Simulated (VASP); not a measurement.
A run of VASP 6.6.1:

The input INCAR:

```
SYSTEM = InSb3
PREC = Accurate
ENCUT = 520
EDIFF = 1E-6
ISMEAR = -1
SIGMA = 0.05
LREAL = .False.
LASPH = .True.
NELM = 80
ALGO = Normal
ISIF = 2
LWAVE = .False.
LCHARG = .False.
NBANDS = 22
```

Contents of KPOINTS:

```
Automatic mesh
0
Gamma
  6 6 6
  0 0 0
```

The input POSCAR:

```
InSb3
1.0
    0.0000000000      3.7945550000      3.7945550000
    3.7945550000      0.0000000000      3.7945550000
    3.7945550000      3.7945550000      0.0000000000
Sb In
3 1
Direct
    0.5000000000      0.5000000000      0.5000000000
    0.7500000000      0.7500000000      0.7500000000
    0.2500000000      0.2500000000      0.2500000000
    0.0000000000      0.0000000000      0.0000000000
```

Potentials or basis: VASP PAW LDA potentials, release 64 (Sb, In_d).

Run with:

```sh
$ cat potpaw_LDA.64/Sb/POTCAR potpaw_LDA.64/In_d/POTCAR > POTCAR
$ mpirun -np 1 vasp_std > vasp.out
```

Hardware: 1 thread of Intel Xeon 8259CL, with other jobs on the host.

Problem. How long does it take, and how much memory?

Solution. Wall time 59 s on 1 thread of Intel Xeon 8259CL (shared host), peak memory 0.21 GiB. Counts: scf iterations 11, k points 16.
